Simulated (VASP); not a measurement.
A run of VASP 6.6.1 is set up as follows.

The input INCAR:

```
SYSTEM = Cr
ALGO = Normal
EDIFF = 1E-7
ENCUT = 520
GGA = RP
ISIF = 2
ISMEAR = -1
LASPH = .True.
LCHARG = .True.
LELF = .True.
LREAL = .False.
LVHAR = .True.
LWAVE = .False.
NBANDS = 32
NELM = 60
PREC = Accurate
SIGMA = 0.1
```

KPOINTS

```
k-points
0
Gamma
  14 14 4
  0 0 0
```

Contents of POSCAR:

```
Cr
1.0
    2.5195407505      0.0000000000      0.0000000000
   -1.2597703752      2.1819862958      0.0000000000
    0.0000000000      0.0000000000      8.8542024369
Cr
4
Direct
    1.0000000000      1.0000000000      1.0000000000
    0.0000000000      0.0000000000      0.5000000000
    0.3333333333      0.6666666667      0.2500000000
    0.6666666667      0.3333333333      0.7500000000
```

Potentials or basis: VASP PAW PBE potentials, release 64 (Cr_pv).

Launch:

```sh
$ cat potpaw_PBE.64/Cr_pv/POTCAR > POTCAR
$ mpirun -np 1 vasp_std > vasp.out
```

(1) Predict the band gap on the k mesh.

(2) Predict the pressure.

Results:

(1) zero (band 24 reaches 11.10 eV, above the bottom of band 25 at 9.93 eV).

(2) -0.3 GPa.

Caveat: the PAW data sets were made with another functional, which shifts forces and pressure a little; the run has no spin polarisation, though such a crystal can be magnetic.
